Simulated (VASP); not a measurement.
# GaN (F-43m) in VASP: further runs, part 2 of 2

VASP 6.6.1.

## Step 3: Relaxation of cell and atoms, LDA (volume scaled by 0.92)

Input file INCAR:

```
ALGO = Normal
EDIFF = 1E-7
EDIFFG = -0.01
ENCUT = 600
GGA = CA
IBRION = 2
ISIF = 3
ISMEAR = -5
LASPH = True
LCHARG = False
LREAL = False
LWAVE = False
NELM = 60
NSW = 80
PREC = Accurate
SIGMA = 0.05
```

Input file KPOINTS:

```
k-points
0
Gamma
  10 10 10
```

Input file POSCAR:

```
GaN
1.0
    3.0995736000      0.0000000000      0.0000000000
    1.5497868000      2.6843094785      0.0000000000
    1.5497868000      0.8947698262      2.5307912467
Ga N
1 1
Direct
    0.0000000000      0.0000000000      0.0000000000
    0.2500000000      0.2500000000      0.2500000000
```

Potentials or basis: VASP PAW LDA potentials, release 64 (Ga_d, N).

Run with:

```
$ cat potpaw_LDA.64/Ga_d/POTCAR potpaw_LDA.64/N/POTCAR > POTCAR
$ mpirun -np 1 vasp_std > vasp.out
```

OUTCAR:

```text
EDIFF = 1E-7
   EDIFFG = -0.01
   ENCUT = 600
   GGA = CA
   IBRION = 2
   ISIF = 3
   ISMEAR = -5
   LASPH = True
   LREAL = False
   NELM = 60
   NSW = 80
   PREC = Accurate

 ion  position               nearest neighbor table
   1  0.000  0.000  0.000-   2 1.90   2 1.90   2 1.90   2 1.90
   2  0.250  0.250  0.250-   1 1.90   1 1.90   1 1.90   1 1.90

  LATTYP: Found a face centered cubic cell.
 ALAT       =     4.3834590227

  Lattice vectors:

 A1 = (   3.0995736000,   0.0000000000,   0.0000000000)
 A2 = (   1.5497868000,   2.6843094785,   0.0000000000)
 A3 = (   1.5497868000,   0.8947698262,   2.5307912467)

Analysis of symmetry for initial positions (statically):
=====================================================================
 Subroutine PRICEL returns:
 Original cell was already a primitive cell.

 Routine SETGRP: Setting up the symmetry group for a
 face centered cubic supercell.

 Subroutine GETGRP returns: Found 24 space group operations
 (whereof 24 operations were pure point group operations)
 out of a pool of 48 trial point group operations.

The static configuration has the point symmetry T_d .

Analysis of symmetry for dynamics (positions and initial velocities):
=====================================================================
 Subroutine PRICEL returns:
 Original cell was already a primitive cell.

[... 265 lines left out ...]
--------------------------------------- Ionic step        4  -------------------------------------------

 number of electron      18.0000001 magnetization

 Free energy of the ion-electron system (eV)
  ---------------------------------------------------
  ext. energy  EPLUGINS =         0.00000000
  ---------------------------------------------------
  free energy    TOTEN  =       -13.94333817 eV

  energy without entropy =      -13.94333817  energy(sigma->0) =      -13.94333817

 E-fermi :   5.3771     XC(G=0): -12.2787

 val. band max:        5.3660255256   @ k =   0.0000   0.0000   0.0000
 cond. band min:       7.3079152794   @ k =   0.0000   0.0000   0.0000
 fundamental gap:      1.9418897539
 Fermi energy:         5.3771384187

 k-point     1 :       0.0000    0.0000    0.0000
  band No.  band energies     occupation
      1     -10.7003      2.00000
      2      -8.2190      2.00000
      3      -8.2190      2.00000
      4      -8.2190      2.00000
      5      -7.8697      2.00000
      6      -7.8697      2.00000
      7       5.3660      2.00000
      8       5.3660      2.00000
      9       5.3660      2.00000
     10       7.3079      0.00000
     11      15.6630      0.00000
     12      15.6630      0.00000
     13      15.6630      0.00000
[... 354 lines left out ...]
  band No.  band energies     occupation
      1      -9.6695      2.00000
      2      -8.0853      2.00000
      3      -7.9751      2.00000
      4      -7.9739      2.00000
      5      -7.8037      2.00000
      6      -6.8714      2.00000
      7       0.2510      2.00000
      8       2.7674      2.00000
      9       3.1059      2.00000
     10       9.7738      0.00000
     11      12.5692      0.00000
     12      16.1629      0.00000
     13      18.3024      0.00000

 [... further k-points ...]
[... 5 lines left out ...]
  --------------------------------------------------------------------------------------
  -------------------------------------------------------------------------------------
  Total        0.0199766      0.0199766      0.0199766      0.0000000      0.0000000      0.0000000
  in kB        1.4408575      1.4408575      1.4408575      0.0000000      0.0000000      0.0000000
  external PRESSURE =       1.4408575 kB  Pullay stress =       0.0000000 kB
[... 17 lines left out ...]
  FREE ENERGIE OF THE ION-ELECTRON SYSTEM (eV)
  ---------------------------------------------------
  free  energy   TOTEN  =       -13.9433381680 eV

  energy  without entropy=      -13.9433381680  energy(sigma->0) =      -13.94333817

 reached required accuracy - stopping structural energy minimisation
```

CONTCAR:

```text
GaN
   1.00000000000000
     3.1553112857941286    0.0000000000000000    0.0000000000000000
     1.5776556428970643    2.7325797303458930    0.0000000000006358
     1.5776556428970643    0.9108599101498298    2.5763008765781166
  Ga              N
     1     1
Direct
     0.0000000000000000    0.0000000000000000    0.0000000000000000
     0.2500000000000000    0.2500000000000000    0.2500000000000000

  0.00000000E+00  0.00000000E+00  0.00000000E+00
  0.00000000E+00  0.00000000E+00  0.00000000E+00
```

Wall time 93 s (1 thread of AMD EPYC 7R43 (Zen 3), shared host); peak memory 0.12 GiB.

Results:

* Free energy: -13.9433 eV
* Relaxed volume: 11.11 Å³/atom
* Relaxed cell: a = 3.155 Å, b = 3.155 Å, c = 3.155 Å, α = 60.00°, β = 60.00°, γ = 60.00°
* Space group after relaxing (to 0.05 Å): F-43m (No. 216)
* Energy gained by relaxing: 21.2 meV/atom
* Ionic steps: 4
* Pressure after relaxing: 0.1 GPa
* Band gap on the k mesh: 1.94 eV, direct

The path:
```
step  energy change (eV)  largest force (eV/Å)  pressure (GPa)  volume (Å³)
   1              0.0000                0.0000           12.18        21.06
   2              0.0048                0.0000          -10.45        23.59
   3             -0.0424                0.0000           -0.16        22.24
   4             -0.0424                0.0000            0.14        22.21
```

Final structure:
```
CELL_PARAMETERS angstrom
3.15531 0.00000 0.00000
1.57766 2.73258 0.00000
1.57766 0.91086 2.57630
ATOMIC_POSITIONS crystal
Ga 0.00000 0.00000 0.00000
N 0.25000 0.25000 0.25000
```

Caveat: the cell differs from its parent crystal (volume scaled by 0.92).

## Step 4: Single point, HSE06

This run uses another cell than the first one, of 11.44 Å³/atom, 1.034 times its volume.

Input file POSCAR:

```
GaN
1.0
    0.0000000000      2.2535006075      2.2535006075
    2.2535006075      0.0000000000      2.2535006075
    2.2535006075      2.2535006075      0.0000000000
Ga N
1 1
Direct
    0.0000000000      0.0000000000      0.0000000000
    0.2500000000      0.2500000000      0.2500000000
```

Input file INCAR.step1:

```
PREC = Accurate
ENCUT = 520
EDIFF = 1E-5
ISMEAR = -1
SIGMA = 0.05
LREAL = F
LASPH = T
NELM = 100
ALGO = Normal
ISIF = 2
LWAVE = T
LCHARG = F
GGA = PE
NBANDS = 16
```

Input file INCAR.step2:

```
PREC = Accurate
ENCUT = 520
EDIFF = 1E-6
ISMEAR = -1
SIGMA = 0.05
LREAL = F
LASPH = T
NELM = 100
ALGO = Normal
ISIF = 2
LWAVE = F
LCHARG = F
GGA = PE
LHFCALC = T
HFSCREEN = 0.2079
PRECFOCK = Normal
ISTART = 1
NBANDS = 16
```

Input file KPOINTS:

```
regular mesh
0
Gamma
  6 6 6
```

Potentials or basis: VASP PAW PBE potentials, release 64 (Ga_d, N).

Run with:

```
$ cat potpaw_PBE.64/Ga_d/POTCAR potpaw_PBE.64/N/POTCAR > POTCAR
$ cp INCAR.step1 INCAR
$ mpirun -np 1 vasp_std > vasp.out
$ cp INCAR.step2 INCAR
$ mpirun -np 1 vasp_std > vasp.out
```

It took 34 min on 1 thread of AMD EPYC 7R43 (Zen 3), shared host; peak memory 0.21 GiB.

Results (log left out):

* Free energy: -14.7378 eV
* Pressure: -1.3 GPa
* Band gap on the k mesh: 2.98 eV, direct

Levels at points of the mesh, in eV from the valence-band top:
```
           k point  band 5  band 6  band 7  band 8  band 9  band 10  band 11  band 12  band 13  band 14
(0.00, 0.00, 0.00)  -15.26  -15.26    0.00    0.00    0.00     2.98    11.91    11.91    11.91    19.38
(0.50, 0.00, 0.00)  -15.22  -13.61   -7.54   -1.04   -1.04     6.08    10.42    11.90    11.90    17.33
(0.50, 0.50, 0.00)  -15.19  -13.05   -6.57   -2.91   -2.91     4.45     8.15    13.58    16.03    16.03
```

Caveat: the PAW data sets were made with another functional, which shifts forces and pressure a little.

## Step 5: Single point, PBE0

This run uses another cell than the first one, of 11.44 Å³/atom, 1.034 times its volume.

POSCAR is that of step 4.

Edit INCAR.step1 of step 4 so:

```diff
@@ -7,3 +7,3 @@
 LASPH = T
-NELM = 100
+NELM = 80
 ALGO = Normal
```

Edit INCAR.step2 of step 4 so:

```diff
@@ -7,3 +7,3 @@
 LASPH = T
-NELM = 100
+NELM = 80
 ALGO = Normal
@@ -14,3 +14,3 @@
 LHFCALC = T
-HFSCREEN = 0.2079
+AEXX = 0.25
 PRECFOCK = Normal
```

KPOINTS is that of step 4.

Run with:

```
$ cat potpaw_PBE.64/Ga_d/POTCAR potpaw_PBE.64/N/POTCAR > POTCAR
$ cp INCAR.step1 INCAR
$ mpirun -np 1 vasp_std > vasp.out
$ cp INCAR.step2 INCAR
$ mpirun -np 1 vasp_std > vasp.out
```

Wall time 38 min (1 thread of AMD EPYC 7R43 (Zen 3), shared host); peak memory 0.12 GiB.

Results (log left out):

- Free energy: -15.6658 eV
- Pressure: -1.4 GPa
- Band gap on the k mesh: 3.70 eV, direct

Levels at points of the mesh, in eV from the valence-band top:
| k point | band 5 | band 6 | band 7 | band 8 | band 9 | band 10 | band 11 | band 12 | band 13 | band 14 |
| --- | --- | --- | --- | --- | --- | --- | --- | --- | --- | --- |
| (0.00, 0.00, 0.00) | -15.28 | -15.28 | 0.00 | 0.00 | 0.00 | 3.70 | 12.68 | 12.68 | 12.68 | 20.13 |
| (0.50, 0.00, 0.00) | -15.24 | -13.64 | -7.59 | -1.05 | -1.05 | 6.83 | 11.19 | 12.68 | 12.68 | 18.09 |
| (0.50, 0.50, 0.00) | -15.21 | -13.08 | -6.61 | -2.92 | -2.92 | 5.20 | 8.90 | 14.35 | 16.81 | 16.81 |

Caveat: the PAW data sets were made with another functional, which shifts forces and pressure a little.

## Step 6: The runs side by side

```csv
task,level,potentials or basis,cell,k mesh,cutoff (eV),smearing,grid for exact exchange (PRECFOCK),screening parameter,gap on the mesh (eV),pressure (GPa)
single point,LDA,"VASP PAW LDA potentials, release 64 (Ga_d, N)","a = 3.151 Å, angles 60.0°, 2 atoms",10 × 10 × 10,520,tetrahedron,-,-,1.97,0.9
relaxation of cell and atoms,LDA,"VASP PAW LDA potentials, release 64 (Ga_d, N)","relaxed from a = 3.100 Å, angles 60.0°, 2 atoms",10 × 10 × 10,600,tetrahedron,-,-,1.94,0.1
single point,HSE06,"VASP PAW PBE potentials, release 64 (Ga_d, N)","a = 3.187 Å, angles 60.0°, 2 atoms",6 × 6 × 6,520,fermi-dirac 0.05 eV,Normal,0.2079 1/Å,2.98,-1.3
single point,PBE0,"VASP PAW PBE potentials, release 64 (Ga_d, N)","a = 3.187 Å, angles 60.0°, 2 atoms",6 × 6 × 6,520,fermi-dirac 0.05 eV,Normal,-,3.70,-1.4
```

Alike in all rows: no spin polarisation.

Caveats: the PAW data sets were made with another functional, which shifts forces and pressure a little (some runs).

Total energies depend on the potentials used, so only differences within one code and one set of settings carry meaning.
